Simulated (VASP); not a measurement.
Write the native input for VASP 6.6.1 that does the following.

```
Task                   : single point
Functional             : PBEsol
Potentials or basis    : VASP PAW PBE potentials, release 64 (Hf_pv)
Cutoff                 : 520 eV
k mesh                 : 13 × 13 × 7
Occupations            : fermi-dirac, width 0.05 eV
Spin                   : no spin polarisation
Dipole correction      : no
Further INCAR settings : ALGO = Normal; EDIFF = 1e-06; NBANDS = 17
```

The structure of Hf lies in POSCAR:

```
Hf
1.0
    3.1966985242      0.0479504779      0.0479504779
   -1.5568229302      2.7444468913      0.0175510930
    0.0758670000      0.0758670000      5.0578000000
Hf
2
Direct
    0.3333333333      0.6666666667      0.2500000000
    0.6666666667      0.3333333333      0.7500000000
```

This cell differs from its parent crystal: equal xy, yz and zx shear strains of +3 %.

These files were run (other wordings do the same):

INCAR

```
SYSTEM = Hf
ALGO     = Normal         ! electronic algorithm
EDIFF    = 1E-6           ! SCF threshold, eV
ENCUT    = 520            ! plane-wave cutoff, eV
GGA      = PS             ! functional
ISIF     = 2              ! what is computed and relaxed
ISMEAR   = -1             ! smearing method
LASPH    = .True.         ! aspherical terms in the spheres
LCHARG   = .True.         ! write CHGCAR
LELF     = .True.         ! ELF
LREAL    = .False.        ! projectors in reciprocal space
LVHAR    = .True.       
LWAVE    = .False.        ! write WAVECAR
NBANDS   = 17             ! bands
NELM     = 100            ! most SCF steps
PREC     = Accurate       ! precision mode
SIGMA    = 0.05           ! smearing width, eV
```

KPOINTS

```
k-points
0
Gamma
  13 13 7
  0 0 0
```

Potentials or basis: VASP PAW PBE potentials, release 64 (Hf_pv).

The run is started by

```console
$ cat potpaw_PBE.64/Hf_pv/POTCAR > POTCAR
$ mpirun -np 1 vasp_std > vasp.out
```

Results of the run:

```
Pressure               : -4.0 GPa
Largest force          : 0.065 eV/Å
Band gap on the k mesh : zero (bands 10 and 11 overlap by 1.39 eV)
```

Caveat: the cell differs from its parent crystal (equal xy, yz and zx shear strains of +3 %); the cell stands under tension; the PAW data sets were made with another functional, which shifts forces and pressure a little; spin-orbit coupling is left out, which moves the levels of the heavy elements.

It took 6 min on 1 thread of Intel Xeon 8259CL, on a shared host, peak memory 0.46 GiB.
